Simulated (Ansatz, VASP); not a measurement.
TiSi2: VASP beside Ansatz

Contents of INCAR:

```
PREC = Accurate
ENCUT = 520
EDIFF = 1E-8
ISMEAR = -1
SIGMA = 0.08
LREAL = False
LASPH = True
NELM = 100
ALGO = Normal
ISIF = 2
LWAVE = False
LCHARG = False
GGA = PS
LEFG = True
NBANDS = 29
```

File KPOINTS:

```
Automatic mesh
0
Gamma
  8 8 8
```

POSCAR

```
TiSi2
1.0
    0.0000000000      4.0339355957      4.1745062023
    2.3377822484      0.0000000000      4.1745062023
    2.3377822484      4.0339355957      0.0000000000
Ti Si
2 4
Direct
    0.7500000000      0.7500000000      0.7500000000
    0.5000000000      0.5000000000      0.5000000000
    0.0830000000      0.4170000000      0.0830000000
    0.4170000000      0.0830000000      0.4170000000
    0.1670000000      0.8330000000      0.1670000000
    0.8330000000      0.1670000000      0.8330000000
```

Input for Ansatz:

```yaml
crystal:
  lattice:
    - [0.0, 4.0339355957, 4.1745062023]
    - [2.3377822484, 0.0, 4.1745062023]
    - [2.3377822484, 4.0339355957, 0.0]
  atoms:
    - { symbol: Ti, position: [0.75, 0.75, 0.75] }
    - { symbol: Ti, position: [0.5, 0.5, 0.5] }
    - { symbol: Si, position: [0.083, 0.417, 0.083] }
    - { symbol: Si, position: [0.417, 0.083, 0.417] }
    - { symbol: Si, position: [0.167, 0.833, 0.167] }
    - { symbol: Si, position: [0.833, 0.167, 0.833] }
kpoints:
  mp_grid: { grid: [8, 8, 8] }
scf:
  occupations: { method: fermi_dirac, width: 0.08 }
hamiltonian:
  xc: pbesol
  pseudopotentials: { kind: all_electron, datasets: crystal }
output:
  forces: true
  stress: true
  eigenvalues: true
  efg: { contact_densities: true }
```

Change from the starting cell: volume scaled by 0.94, crystal datasets.

Alike in both runs: task electric field gradients; functional PBEsol; k mesh 8 × 8 × 8; occupations fermi-dirac, width 0.08 eV; no spin polarisation.

|  | VASP | Ansatz |
| --- | --- | --- |
| version | VASP 6.6.1 | Ansatz 0.2.0 |
| potentials or method | VASP PAW PBE potentials, release 64 (Ti_sv, Si), cutoff 520 eV | all-electron PAW with datasets made for the crystal, scalar-relativistic |

```csv
,VASP,Ansatz,Ansatz less VASP
pressure (GPa),8.8,8.6,-0.15
"traceless stress, the component that is largest in VASP (GPa)",-1.98,-1.93,+0.046
rms of the force components (eV/Å),0.088,0.089,+0.0001
size of Vzz on the site where it differs most (V/Å²),34.9,34.0,-0.96
```

VASP's potentials were made for PBE, not for PBEsol. Atom by atom the forces differ by 0.000 eV/Å (rms over components). Ansatz ran all-electron here, and VASP with PAW potentials.
